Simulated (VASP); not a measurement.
Wanted: the native input for a VASP 6.6.1 run.

| Property | Result |
| --- | --- |
| Task | single point |
| Functional | PBE |
| Potentials or basis | VASP PAW PBE potentials, release 64 (Sc_sv, Al) |
| Cutoff | 520 eV |
| k mesh | 18 × 18 × 6 |
| Occupations | gaussian, width 0.1 eV |
| Spin | no spin polarisation |
| Dipole correction | no |
| k mesh for the DOS | 27 × 27 × 9 |
| Occupations for the DOS | tetrahedron |
| Further INCAR settings | ALGO = Fast; EDIFF = 1e-06; NBANDS = 18 |

Crystal: ScAl3.

```
Sc Al
1.0
     3.04848    0.00000    0.00000
    -1.52424    2.64006    0.00000
     0.00000    0.00000    9.20738
Sc Al
1 3
Direct
  0.00000 0.00000 0.00000
  0.00000 0.00000 0.50000
  0.66667 0.33333 0.25989
  0.66667 0.33333 0.74011
```

One way to write it, as run:

POSCAR

```
ScAl3
1.0
    3.0484802501      0.0000000000      0.0000000000
   -1.5242401250      2.6400613395      0.0000000000
    0.0000000000      0.0000000000      9.2073774777
Sc Al
1 3
Direct
    0.0000000000      0.0000000000      0.0000000000
    0.0000000000      0.0000000000      0.5000000000
    0.6666666667      0.3333333333      0.2598853390
    0.6666666667      0.3333333333      0.7401146610
```

INCAR.step1

```
SYSTEM = ScAl3
PREC = Accurate
ENCUT = 520
EDIFF = 1E-6
ISMEAR = 0
SIGMA = 0.1
LREAL = .FALSE.
LASPH = .TRUE.
NELM = 60
ALGO = Fast
ISIF = 2
LWAVE = .FALSE.
LCHARG = .TRUE.
LMAXMIX = 4
GGA = PE
NBANDS = 18
```

KPOINTS.step1

```
Automatic mesh
0
G
  18 18 6
  0 0 0
```

INCAR.step2

```
SYSTEM = ScAl3
PREC = Accurate
ENCUT = 520
EDIFF = 1E-6
ISMEAR = -5
SIGMA = 0.1
LREAL = .FALSE.
LASPH = .TRUE.
NELM = 60
ALGO = Fast
ISIF = 2
LWAVE = .FALSE.
LCHARG = .FALSE.
LMAXMIX = 4
GGA = PE
LORBIT = 11
NBANDS = 18
NEDOS = 2001
ICHARG = 11
```

KPOINTS.step2

```
Automatic mesh
0
G
  27 27 9
  0 0 0
```

Potentials or basis: VASP PAW PBE potentials, release 64 (Sc_sv, Al).

Run with:

```bash
$ cat potpaw_PBE.64/Sc_sv/POTCAR potpaw_PBE.64/Al/POTCAR > POTCAR
$ cp INCAR.step1 INCAR
$ cp KPOINTS.step1 KPOINTS
$ mpirun -np 1 vasp_std > vasp.out
$ cp INCAR.step2 INCAR
$ cp KPOINTS.step2 KPOINTS
$ mpirun -np 1 vasp_std > vasp.out
```

It gave:

```
Valence electrons inside the program's atomic spheres : Sc 9.55; Al 0.76, 0.77 (each value once)
```

Run time: 12 min on 1 thread of Intel Xeon 8259CL, on a shared host, peak memory 0.55 GiB.
